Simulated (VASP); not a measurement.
Tb2GeO:

```
Tb Ge O
1.0
     3.67071    0.00000    0.00000
    -1.83535    3.17893    0.00000
     0.00000    0.00000    7.09957
Tb Ge O
2 1 1
Cartesian
  1.8354 1.0596 4.8512
  0.0000 2.1193 2.2484
  0.0000 0.0000 0.0000
  0.0000 0.0000 3.5498
```

The cell was built from a structure type or drawn by symmetry, and may not be a known phase.

| Quantity | Value |
| --- | --- |
| Program | VASP 6.6.1 |
| Task | relaxation of cell and atoms |
| Functional | PBE |
| Potentials or basis | VASP PAW PBE potentials, release 64 (Tb_3, Ge_d, O), 4f in core |
| Cutoff | 600 eV |
| k mesh | 4 × 4 × 2 |
| Occupations | gaussian, width 0.15 eV |
| Spin | no spin polarisation |

At the start: pressure -4.9 GPa; volume 20.71 Å³/atom.

Problem. Where does the relaxation end?

Solution. Over 6 steps the energy falls by 52.8 meV/atom and the volume is 19.23 Å³/atom (-7.2 %); space group P-3m1 (No. 164, to 0.1 Å) before and after.

Step by step:
| step | energy change (eV) | largest force (eV/Å) | pressure (GPa) | volume (Å³) |
| --- | --- | --- | --- | --- |
| 1 | 0.0000 | 0.5298 | -4.92 | 82.84 |
| 2 | -0.1774 | 0.5032 | 2.54 | 75.39 |
| 3 | -0.1802 | 0.5028 | 1.62 | 76.13 |
| 4 | -0.2098 | 0.1138 | -0.13 | 77.08 |
| 5 | -0.2099 | 0.1072 | -0.18 | 77.10 |
| 6 | -0.2112 | 0.0250 | 0.00 | 76.91 |

Final structure:
```
CELL_PARAMETERS angstrom
3.50436 0.00000 0.00000
-1.75218 3.03486 0.00000
0.00000 0.00000 7.23153
ATOMIC_POSITIONS crystal
Tb 0.66667 0.33333 0.69144
Tb 0.33333 0.66667 0.30856
Ge 0.00000 0.00000 0.00000
O 0.00000 0.00000 0.50000
```

Caveat: the k points lie up to 0.52 Å⁻¹ apart in the final cell, too coarse for converged energies and pressures of a metal; the run has no spin polarisation, though such a crystal can be magnetic.
